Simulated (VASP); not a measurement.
# Fe (Im-3m) in VASP: single point with PBE

Aim: the single point of Fe with PBE.

Program: VASP 6.6.1. These are calculated values, not measurements. Logs are shortened: lines on timing, memory, paths and dates and some standing lists are left out, and cuts for length are marked.

### Step 1. The cell of the first run

It takes space group Im-3m (No. 229, cubic). Conventional cell: a = 2.866 Å, b = 2.866 Å, c = 2.866 Å, α = 90.00°, β = 90.00°, γ = 90.00°. Within 3.3 Å of Fe (site symmetry m-3m) lie 14 Fe at 2.48 to 2.87 Å.

### Step 2. Single point, PBE, collinear spin, ferromagnetic start

INCAR reads:

```
SYSTEM = Fe
ALGO = Normal
EDIFF = 1E-6
ENCUT = 600
GGA = PE
GGA_COMPAT = .False.
ISIF = 2
ISMEAR = -1
ISPIN = 2
ISYM = 0
LASPH = .True.
LCHARG = .False.
LMAXMIX = 4
LORBIT = 11
LREAL = .False.
LWAVE = .False.
MAGMOM = 2.2
NBANDS = 14
NELM = 200
PREC = Accurate
SIGMA = 0.136
```

KPOINTS reads:

```
k-points
0
Gamma
  6 6 6
  0 0 0
```

POSCAR reads:

```
Fe
1.0
    1.4330000000      1.4330000000      1.4330000000
   -1.4330000000      1.4330000000      1.4330000000
   -1.4330000000     -1.4330000000      1.4330000000
Fe
1
Direct
    0.0000000000      0.0000000000      0.0000000000
```

Potentials or basis: VASP PAW PBE potentials, release 64 (Fe).

Started as:

```sh
$ cat potpaw_PBE.64/Fe/POTCAR > POTCAR
$ mpirun -np 1 vasp_std > vasp.out
```

OUTCAR:

```text
SYSTEM = Fe
   EDIFF = 1E-6
   ENCUT = 600
   GGA = PE
   ISIF = 2
   ISMEAR = -1
   ISPIN = 2
   ISYM = 0
   LASPH = .True.
   LORBIT = 11
   LREAL = .False.
   NELM = 200
   PREC = Accurate

 ion  position               nearest neighbor table
   1  0.000  0.000  0.000-

IMPORTANT INFORMATION: All symmetrisations will be switched off!
NOSYMM: (Re-)initialisation of all symmetry stuff for point group C_1.

----------------------------------------------------------------------------------------

                                     Primitive cell

  volume of cell :      11.7706

  direct lattice vectors                    reciprocal lattice vectors
     1.433000000  1.433000000  1.433000000     0.348918353  0.000000000  0.348918353
    -1.433000000  1.433000000  1.433000000    -0.348918353  0.348918353  0.000000000
    -1.433000000 -1.433000000  1.433000000     0.000000000 -0.348918353  0.348918353

  length of vectors
     2.482028807  2.482028807  2.482028807     0.493445067  0.493445067  0.493445067

  position of ions in fractional coordinates (direct lattice)
     0.000000000  0.000000000  0.000000000

  ion indices of the primitive-cell ions
   primitive index   ion index
                 1           1

----------------------------------------------------------------------------------------

 KPOINTS: k-points

Automatic generation of k-mesh.
 Grid dimensions read from file:
 generate k-points for:    6    6    6

 Generating k-lattice:

  Cartesian coordinates                     Fractional coordinates (reciprocal lattice)
     0.058153059  0.000000000  0.058153059     0.166666667  0.000000000  0.000000000
    -0.058153059  0.058153059  0.000000000     0.000000000  0.166666667  0.000000000
     0.000000000 -0.058153059  0.058153059     0.000000000  0.000000000  0.166666667

  Length of vectors
     0.082240845  0.082240845  0.082240845

  Shift w.r.t. Gamma in fractional coordinates (k-lattice)
     0.000000000  0.000000000  0.000000000

 Subroutine IBZKPT returns following result:
 ===========================================

 Found    112 irreducible k-points:

 Following reciprocal coordinates:
            Coordinates               Weight
  0.000000  0.000000  0.000000      1.000000
  0.166667  0.000000  0.000000      2.000000
  0.000000  0.000000  0.166667      2.000000
  0.000000 -0.166667  0.000000      2.000000
 -0.166667 -0.166667  0.000000      2.000000
  0.000000 -0.166667 -0.166667      2.000000
[... 16 lines left out ...]
  0.000000 -0.166667  0.166667      2.000000
  0.166667 -0.166667 -0.333333      2.000000
 [... further k-points ...]
   k-points           NKPTS =    112   k-points in BZ     NKDIM =    112   number of bands    NBANDS=     14
   number of dos      NEDOS =    301   number of ions     NIONS =      1
   total plane-waves  NPLWV =   8000
   dimension x,y,z NGX =    20 NGY =   20 NGZ =   20
   dimension x,y,z NGXF=    40 NGYF=   40 NGZF=   40
   ions per type =               1
   NGX,Y,Z   is equivalent  to a cutoff of  13.40, 13.40, 13.40 a.u.
   NGXF,Y,Z  is equivalent  to a cutoff of  26.79, 26.79, 26.79 a.u.
 SYSTEM =  Fe
   PREC   = accura    normal or accurate (medium, high low for compatibility)
   ISTART =      0    job   : 0-new  1-cont  2-samecut
   ICHARG =      2    charge: 1-file 2-atom 10-const
   ISPIN  =      2    spin polarized calculation?
   LNONCOLLINEAR =      F non collinear calculations
   LSORBIT =      F    spin-orbit coupling
   LASPH  =      T    aspherical Exc in radial PAW
   ENCUT  =  600.0 eV  44.10 Ry    6.64 a.u.   4.96  4.96  4.96*2*pi/ulx,y,z
   NELM   =    200;   NELMIN=  2; NELMDL= -5     # of ELM steps
   EDIFF  = 0.1E-05   stopping-criterion for ELM
   LREAL  =      F    real-space projection
   EDIFFG = 0.1E-04   stopping-criterion for IOM
   NSW    =      0    number of steps for IOM
   IBRION =     -1    ionic relax: 0-MD 1-quasi-New 2-CG
   NFREE  =      0    steps in history (QN), initial steepest desc. (CG)
   ISIF   =      2    stress and relaxation
   ISYM   =      0    0-nonsym 1-usesym 2-fastsym
   POTIM  = 0.5000    time-step for ionic-motion
   TEBEG  =    0.0;   TEEND  =   0.0 temperature during run
   PSTRESS=    0.0 pullay stress
   NELECT =       8.0000    total number of electrons
   NUPDOWN=      -1.0000    fix difference up-down
   EMIN   =  10.00;   EMAX   =-10.00  energy-range for DOS
   EFERMI =   0.00;   METHOD = LEGACY
   ISMEAR =    -1;   SIGMA  =   0.14  broadening in eV -4-tet -1-fermi 0-gaus
   EFERMI_NEDOS =   21; number of points for ismear=-14 and -15
   IALGO  =     38    algorithm
   IMIX   =      4    mixing-type and parameters
     AMIX     =   0.40;   BMIX     =  1.00
     AMIX_MAG =   1.60;   BMIX_MAG =  1.00
  volume/ion in A,a.u.               =      11.77        79.43
  Fermi-wavevector in a.u.,A,eV,Ry     =   1.439368  2.720012 28.188298  2.071781
  Thomas-Fermi vector in A             =   2.558232
   LORBIT       =     11    0 simple, 1 ext, 2 COOP (PROOUT), +10 PAW based schemes
   GGA     = PE    functional components
   LHFCALC =     F    Hartree Fock is set to
   AEXX    =    0.0000 exact exchange contribution
   IVDW    =     0    specifies the selected vdW correction
   LEPSILON=     F    determine dielectric tensor
   LRPA    =     F    only Hartree local field effects (RPA)
 spin polarized calculation
  energy-cutoff  :      600.00
  volume of cell :       11.77
 maximum number of plane-waves:       402
   NGX =  9   NGY =  9   NGZ =  9

 number of electron       7.9999998 magnetization       2.2439655

 Free energy of the ion-electron system (eV)
  ---------------------------------------------------
  ext. energy  EPLUGINS =         0.00000000
  ---------------------------------------------------
  free energy    TOTEN  =        -8.28723149 eV

  energy without entropy =       -8.24335196  energy(sigma->0) =       -8.26529173

 E-fermi :   5.4921     XC(G=0): -12.9123

 val. band max:        5.2586127391   @ k =   0.1667   0.1667   0.1667
 cond. band min:       5.5365510701   @ k =   0.5000   0.5000   0.5000
 fundamental gap:      0.2779383310
 Fermi energy:         5.4921363257

 spin component 1

 k-point     1 :       0.0000    0.0000    0.0000
  band No.  band energies     occupation
      1      -2.7550      1.00000
      2       3.2420      1.00000
      3       3.2420      1.00000
      4       3.2421      1.00000
      5       4.4020      0.99967
      6       4.4020      0.99967
      7      30.1447      0.00000
      8      30.1447      0.00000
      9      30.1447      0.00000
     10      35.0034      0.00000
     11      35.0034      0.00000
     12      37.1134      0.00000
     13      37.1134      0.00000
     14      37.1135      0.00000

 k-point     2 :       0.1667    0.0000    0.0000
  band No.  band energies     occupation
      1      -1.6807      1.00000
      2       2.9727      1.00000
      3       3.1749      1.00000
      4       3.8014      1.00000
      5       4.2276      0.99991
      6       4.4286      0.99960
      7      24.7971      0.00000
      8      28.1634      0.00000
      9      29.4522      0.00000
     10      31.4441      0.00000
     11      33.0438      0.00000
     12      34.3172      0.00000
     13      37.8213      0.00000
     14      39.9690      0.00000

 k-point     3 :       0.0000    0.0000    0.1667
  band No.  band energies     occupation
      1      -1.6807      1.00000
      2       2.9727      1.00000
      3       3.1749      1.00000
      4       3.8014      1.00000
      5       4.2276      0.99991
      6       4.4286      0.99960
      7      24.7971      0.00000
      8      28.1634      0.00000
      9      29.4522      0.00000
     10      31.4441      0.00000
     11      33.0438      0.00000
     12      34.3172      0.00000
     13      37.8213      0.00000
     14      39.9690      0.00000
[... 324 lines left out ...]
 k-point    23 :       0.0000   -0.1667    0.1667
  band No.  band energies     occupation
      1       0.0991      1.00000
      2       2.6810      1.00000
      3       2.7801      1.00000
      4       4.1440      0.99995
      5       4.5866      0.99872
      6       5.0177      0.97037
      7      21.0164      0.00000
      8      21.9502      0.00000
      9      26.9853      0.00000
     10      30.6725      0.00000
     11      34.0737      0.00000
     12      37.0698      0.00000
     13      40.1473      0.00000
     14      42.4070      0.00000

 k-point    24 :       0.1667   -0.1667   -0.3333
  band No.  band energies     occupation
      1       0.0991      1.00000
      2       2.6810      1.00000
      3       2.7801      1.00000
      4       4.1440      0.99995
      5       4.5866      0.99872
      6       5.0177      0.97037
      7      21.0164      0.00000
      8      21.9502      0.00000
      9      26.9853      0.00000
     10      30.6725      0.00000
     11      34.0737      0.00000
     12      37.0698      0.00000
     13      40.1473      0.00000
     14      42.4070      0.00000

 [... further k-points ...]

 spin component 2

 k-point     1 :       0.0000    0.0000    0.0000
  band No.  band energies     occupation
      1      -2.6024      1.00000
      2       5.2246      0.87730
      3       5.2248      0.87717
      4       5.2248      0.87716
      5       7.1755      0.00000
      6       7.1757      0.00000
      7      29.8638      0.00000
      8      29.8638      0.00000
      9      29.8638      0.00000
     10      35.1724      0.00000
     11      35.1724      0.00000
     12      37.7765      0.00000
     13      37.7765      0.00000
     14      37.7793      0.00000

 k-point     2 :       0.1667    0.0000    0.0000
  band No.  band energies     occupation
      1      -1.5140      1.00000
      2       4.8967      0.98761
      3       5.1084      0.94385
      4       5.8395      0.07214
      5       6.9081      0.00003
      6       7.2078      0.00000
      7      25.1593      0.00000
      8      28.1720      0.00000
      9      29.4998      0.00000
     10      32.2664      0.00000
     11      33.6920      0.00000
     12      34.5320      0.00000
     13      38.0745      0.00000
     14      40.3654      0.00000

 k-point     3 :       0.0000    0.0000    0.1667
  band No.  band energies     occupation
      1      -1.5140      1.00000
      2       4.8967      0.98761
      3       5.1083      0.94385
      4       5.8395      0.07214
      5       6.9082      0.00003
      6       7.2077      0.00000
      7      25.1593      0.00000
      8      28.1720      0.00000
      9      29.4998      0.00000
     10      32.2664      0.00000
     11      33.6920      0.00000
     12      34.5320      0.00000
     13      38.0745      0.00000
     14      40.3654      0.00000
[... 324 lines left out ...]
 k-point    23 :       0.0000   -0.1667    0.1667
  band No.  band energies     occupation
      1       0.3918      1.00000
      2       4.5440      0.99906
      3       4.5795      0.99878
      4       6.7108      0.00013
      5       7.0299      0.00001
      6       7.4175      0.00000
      7      21.6075      0.00000
      8      22.5106      0.00000
      9      27.5607      0.00000
     10      30.7274      0.00000
     11      34.4433      0.00000
     12      37.4596      0.00000
     13      40.6616      0.00000
     14      42.7095      0.00000

 k-point    24 :       0.1667   -0.1667   -0.3333
  band No.  band energies     occupation
      1       0.3918      1.00000
      2       4.5440      0.99906
      3       4.5795      0.99878
      4       6.7108      0.00013
      5       7.0299      0.00001
      6       7.4176      0.00000
      7      21.6075      0.00000
      8      22.5106      0.00000
      9      27.5607      0.00000
     10      30.7274      0.00000
     11      34.4433      0.00000
     12      37.4596      0.00000
     13      40.6616      0.00000
     14      42.7095      0.00000

 [... further k-points ...]
[... 5 lines left out ...]
  --------------------------------------------------------------------------------------
  -------------------------------------------------------------------------------------
  Total       -0.4966370     -0.4966477     -0.4967643      0.0000307      0.0000339     -0.0000314
  in kB      -67.6006895    -67.6021364    -67.6180151      0.0041763      0.0046107     -0.0042702
  external PRESSURE =     -67.6069470 kB  Pullay stress =       0.0000000 kB

 VOLUME and BASIS-vectors are now :
 -----------------------------------------------------------------------------
  energy-cutoff  :      600.00
  volume of cell :       11.77
      direct lattice vectors                 reciprocal lattice vectors
     1.433000000  1.433000000  1.433000000     0.348918353  0.000000000  0.348918353
    -1.433000000  1.433000000  1.433000000    -0.348918353  0.348918353  0.000000000
    -1.433000000 -1.433000000  1.433000000     0.000000000 -0.348918353  0.348918353

 POSITION                                       TOTAL-FORCE (eV/Angst)
 -----------------------------------------------------------------------------------
      0.00000      0.00000      0.00000        -0.000001      0.000001     -0.000001
 -----------------------------------------------------------------------------------
    total drift:                               -0.000001      0.000001     -0.000001

  FREE ENERGIE OF THE ION-ELECTRON SYSTEM (eV)
  ---------------------------------------------------
  free  energy   TOTEN  =        -8.2872314923 eV

  energy  without entropy=       -8.2433519581  energy(sigma->0) =       -8.26529173

 total charge

# of ion       s       p       d       tot
------------------------------------------
    1        0.472   0.503   6.225   7.200

 magnetization (x)

# of ion       s       p       d       tot
------------------------------------------
    1       -0.016  -0.055   2.320   2.249
```

Wall time 33 s (1 thread of AMD EPYC 7R43 (Zen 3), shared host); peak memory 0.12 GiB.

Results:

| Property | Result |
| --- | --- |
| Free energy | -8.2872 eV |
| Pressure | -6.8 GPa |
| Net moment | 2.24 μB per cell |
| Site moments | Fe +2.25 μB |
| Valence electrons inside the program's atomic spheres | Fe 7.20 |

Levels at points of the mesh, in eV from the Fermi level:
Spin up:
| k point | band 2 | band 3 | band 4 | band 5 | band 6 | band 7 | band 8 | band 9 |
| --- | --- | --- | --- | --- | --- | --- | --- | --- |
| (0.00, 0.00, 0.00) | -2.25 | -2.25 | -2.25 | -1.09 | -1.09 | 24.65 | 24.65 | 24.65 |
| (0.50, 0.00, 0.00) | -3.27 | -1.03 | -0.91 | 0.30 | 0.51 | 7.03 | 18.04 | 19.65 |
| (0.00, 0.00, 0.50) | -3.27 | -1.03 | -0.91 | 0.30 | 0.51 | 7.03 | 18.04 | 19.65 |
| (0.00, 0.50, 0.00) | -3.27 | -1.03 | -0.91 | 0.30 | 0.51 | 7.03 | 18.04 | 19.65 |
| (0.50, 0.50, 0.00) | -3.27 | -1.03 | -0.91 | 0.30 | 0.51 | 7.03 | 18.04 | 19.65 |
| (0.00, 0.50, 0.50) | -3.27 | -1.03 | -0.91 | 0.30 | 0.51 | 7.03 | 18.04 | 19.65 |
| (0.50, 0.00, 0.50) | -3.27 | -1.03 | -0.91 | 0.30 | 0.51 | 7.03 | 18.04 | 19.65 |
| (0.50, 0.50, 0.50) | -4.65 | 0.04 | 0.04 | 0.04 | 9.67 | 9.67 | 9.67 | 15.27 |
Spin down:
```tsv
k point	band 1	band 2	band 3	band 4	band 5	band 6	band 7
(0.00, 0.00, 0.00)	-8.09	-0.27	-0.27	-0.27	1.68	1.68	24.37
(0.50, 0.00, 0.00)	-3.44	-1.50	0.60	1.55	1.93	2.60	8.42
(0.00, 0.00, 0.50)	-3.44	-1.50	0.60	1.55	1.93	2.60	8.42
(0.00, 0.50, 0.00)	-3.44	-1.50	0.60	1.55	1.93	2.60	8.42
(0.50, 0.50, 0.00)	-3.44	-1.50	0.60	1.55	1.93	2.60	8.42
(0.00, 0.50, 0.50)	-3.44	-1.50	0.60	1.55	1.93	2.60	8.42
(0.50, 0.00, 0.50)	-3.44	-1.50	0.60	1.55	1.93	2.60	8.42
(0.50, 0.50, 0.50)	-2.81	-2.81	2.31	2.31	2.31	9.93	9.93
```

Caveat: the k points lie up to 0.52 Å⁻¹ apart.
